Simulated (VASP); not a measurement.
Here is a VASP 6.6.1 calculation.

Contents of INCAR:

```
SYSTEM = Gd
ALGO = Normal
EDIFF = 1E-7
ENCUT = 520
GGA = PS
ISIF = 2
ISMEAR = -1
ISPIN = 2
LASPH = .TRUE.
LCHARG = .FALSE.
LMAXMIX = 6
LORBIT = 11
LREAL = .FALSE.
LWAVE = .FALSE.
MAGMOM = 7 7
NBANDS = 29
NELM = 150
PREC = Accurate
SIGMA = 0.05
```

File KPOINTS:

```
k-points
0
G
  8 8 5
  0 0 0
```

Contents of POSCAR:

```
Gd
1.0
    3.5617750913      0.0000000000      0.0000000000
   -1.7808875456      3.0845877117      0.0000000000
    0.0000000000      0.0000000000      5.6645546323
Gd
2
Direct
    0.6666666667      0.3333333333      0.7500000000
    0.3333333333      0.6666666667      0.2500000000
```

Potentials or basis: VASP PAW PBE potentials, release 64 (Gd).

The run is started by

```bash
$ cat potpaw_PBE.64/Gd/POTCAR > POTCAR
$ mpirun -np 1 vasp_std > vasp.out
```

(1) What does it give for the pressure?

(2) Predict the site moments.

Answers

(1) 0.4 GPa.

(2) Gd +6.99 μB.

Caveat: the PAW data sets were made with another functional, which shifts forces and pressure a little.
